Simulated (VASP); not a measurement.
Runs of VASP 6.6.1 on Rh. The structure is that of space group P6_3/mmc (No. 194), or close to it. The cells are those of the table. This isn't the form of Rh at room conditions, which is fcc.

```tsv
task	cell	k mesh	gap on the mesh (eV)	pressure (GPa)	relaxed volume (Å³/atom)
relaxation of cell and atoms	relaxed from a = 2.652, b = 2.652, c = 4.342 Å, angles 90.0, 90.0, 120.0°, 2 atoms	8 × 8 × 4	none	-0.2	13.33
single point	a = 2.652, b = 2.652, c = 4.342 Å, angles 90.0, 90.0, 120.0°, 2 atoms	7 × 7 × 4	none	0.9	-
relaxation of cell and atoms	relaxed from a = 2.680, b = 2.680, c = 4.376 Å, angles 90.0, 90.0, 120.0°, 2 atoms	7 × 7 × 4	none	-0.1	(a)
single point	a = 2.677, b = 2.677, c = 4.279 Å, angles 90.0, 90.0, 120.0°, 2 atoms	8 × 8 × 4	none	1.0	-
```

Alike in all rows: level LDA; potentials or basis VASP PAW LDA potentials, release 64 (Rh_pv); no spin polarisation; cutoff (eV) 500; smearing gaussian 0.05 eV.

**Question.** Estimate the missing entries.

**Answer.** (a) 13.27.

Caveats: all runs use coarse meshes.

A k mesh can miss the band edges, and the runs leave out spin-orbit coupling on Rh.

A gap of «none» marks levels without a gap at the run's occupations.
